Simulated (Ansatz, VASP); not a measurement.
## Two plane-wave programs on P

POSCAR

```
P
1.0
    4.1447177117      0.0000000000      0.0000000000
    0.0000000000      4.1447177117      0.0000000000
    0.0000000000      0.0000000000      4.2466600000
P
1
Direct
    0.0000000000      0.0000000000      0.0000000000
```

File INCAR.step1:

```
SYSTEM = P
PREC     = Accurate       ! precision mode
ENCUT    = 520            ! plane-wave cutoff, eV
ISMEAR   = 0              ! smearing method
SIGMA    = 0.15           ! smearing width, eV
LREAL    = .FALSE.        ! projectors in reciprocal space
LASPH    = .TRUE.         ! aspherical terms in the spheres
NELM     = 60             ! most SCF steps
NBANDS   = 8              ! bands
GGA      = PE             ! functional
ALGO     = Normal         ! electronic algorithm
EDIFF    = 1E-4           ! SCF threshold, eV
LWAVE    = .TRUE.         ! write WAVECAR
LCHARG   = .FALSE.        ! write CHGCAR
```

Contents of INCAR.step2:

```
SYSTEM = P
PREC     = Accurate       ! precision mode
ENCUT    = 520            ! plane-wave cutoff, eV
EDIFF    = 1E-7           ! SCF threshold, eV
ISMEAR   = 0              ! smearing method
SIGMA    = 0.15           ! smearing width, eV
LREAL    = .FALSE.        ! projectors in reciprocal space
LASPH    = .TRUE.         ! aspherical terms in the spheres
NELM     = 60             ! most SCF steps
ALGO     = Normal         ! electronic algorithm
ISIF     = 2              ! what is computed and relaxed
LWAVE    = .FALSE.        ! write WAVECAR
LCHARG   = .TRUE.         ! write CHGCAR
METAGGA  = R2SCAN         ! meta-GGA
LMIXTAU  = .TRUE.       
LELF     = .TRUE.         ! ELF
LVHAR    = .TRUE.       
NBANDS   = 8              ! bands
ISTART   = 1
```

The input KPOINTS:

```
regular mesh
0
G
  12 12 12
  0 0 0
```

Input for Ansatz:

```yaml
crystal:
  lattice:
    - [4.1447177117, 0.0, 0.0]
    - [0.0, 4.1447177117, 0.0]
    - [0.0, 0.0, 4.24666]
  atoms:
    - { symbol: P, position: [0.0, 0.0, 0.0] }
basis:
  ecutwfc: 500
kpoints:
  mp_grid: { grid: [12, 12, 12] }
hamiltonian:
  xc: r2scan
scf:
  occupations: { method: gaussian, width: 0.15 }
output:
  forces: true
  stress: true
  eigenvalues: true
```

Change from the starting cell: strain -0.030 along x and y, -0.030 along z, atoms carried along.

Alike in both runs: task single point; functional r2SCAN; k mesh 12 × 12 × 12; occupations gaussian, width 0.15 eV; no spin polarisation.

|  | VASP | Ansatz |
| --- | --- | --- |
| version | VASP 6.6.1 | Ansatz 0.2.0 |
| potentials or method | VASP PAW PBE potentials, release 64 (P), cutoff 520 eV | scalar-relativistic, plane waves, PAW |
| valence electrons in the cell | 5 | 5 |

```csv
,VASP,Ansatz,Ansatz less VASP
gap on the k mesh at the Fermi level (eV),none,none,-
pressure (GPa),-4.8,-4.8,0.00
"traceless stress, the component that is largest in VASP (GPa)",0.30,0.30,+0.001
```

VASP's potentials were made for PBE, not for r2SCAN. A gap of «none» marks a metal or a gap that the smearing closes.
